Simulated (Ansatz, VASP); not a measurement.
# One calculation of NaH, two programs

```
Na H
1.0
     0.00000    2.39019    2.39019
     2.39019    0.00000    2.39019
     2.39019    2.39019    0.00000
Na H
1 1
Cartesian
  0.0000 0.0000 0.0000
  2.3902 2.3902 2.3902
```

Change from the starting cell: volume scaled by 0.94.

Alike in both runs: task single point; functional RPBE; dispersion D4; k mesh 9 × 9 × 9; occupations fermi-dirac, width 0.02 eV; no spin polarisation.

|  | VASP | Ansatz |
| --- | --- | --- |
| version | VASP 6.6.1 | Ansatz 0.2.0 |
| potentials or method | VASP PAW PBE potentials, release 64 (Na_pv, H), cutoff 520 eV | all-electron LAPW, scalar-relativistic |

```csv
,VASP,Ansatz,Ansatz less VASP
gap on the k mesh at the Fermi level (eV),4.34,4.34,+0.001
least direct gap on the mesh (eV),5.03,5.03,+0.004
pressure (GPa),1.0,1.1,+0.06
```

VASP's potentials were made for PBE, not for RPBE. Ansatz ran all-electron here, and VASP with PAW potentials.
